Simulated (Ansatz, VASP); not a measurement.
**One calculation of ZnS, two programs**

INCAR

```
ALGO = Normal
EDIFF = 1E-6
ENCUT = 520
GGA = PE
ISIF = 2
ISMEAR = 0
LASPH = True
LCHARG = False
LREAL = False
LWAVE = False
NBANDS = 16
NELM = 100
PREC = Accurate
SIGMA = 0.05
```

Contents of KPOINTS:

```
k-points
0
Gamma
  12 12 12
```

The input POSCAR:

```
ZnS
1.0
    0.0000000000      2.7576164349      2.7576164349
    2.7576164349      0.0000000000      2.7576164349
    2.7576164349      2.7576164349      0.0000000000
Zn S
1 1
Direct
    0.0000000000      0.0000000000      0.0000000000
    0.7500000000      0.7500000000      0.7500000000
```

Input for Ansatz:

```yaml
crystal:
  lattice:
    - [0.0, 2.7576164354, 2.7576164354]
    - [2.7576164354, 0.0, 2.7576164354]
    - [2.7576164354, 2.7576164354, 0.0]
  atoms:
    - { symbol: Zn, position: [0.0, 0.0, 0.0] }
    - { symbol: S, position: [0.75, 0.75, 0.75] }
basis:
  ecutwfc: 420
  ecutrho_ratio: 4
kpoints:
  mp_grid: { grid: [12, 12, 12] }
hamiltonian:
  xc: pbe
scf:
  occupations: { method: gaussian, width: 0.05 }
output:
  forces: true
  stress: true
  eigenvalues: true
  write_density: true
  write_potential: true
  elf: true
  volumetric_format: npy
```

Alike in both runs: task single point; functional PBE; k mesh 12 × 12 × 12; occupations gaussian, width 0.05 eV; no spin polarisation.

```csv
,VASP,Ansatz
version,VASP 6.6.1,Ansatz 0.2.0
potentials or method,"VASP PAW PBE potentials, release 64 (Zn, S), cutoff 520 eV","scalar-relativistic, plane waves, PAW"
valence electrons in the cell,18,18
```

|  | VASP | Ansatz | Ansatz less VASP |
| --- | --- | --- | --- |
| gap on the k mesh at the Fermi level (eV) | 1.85 | 1.85 | -0.002 |
| least direct gap on the mesh (eV) | 1.85 | 1.85 | -0.002 |
| pressure (GPa) | -2.4 | -2.5 | -0.11 |
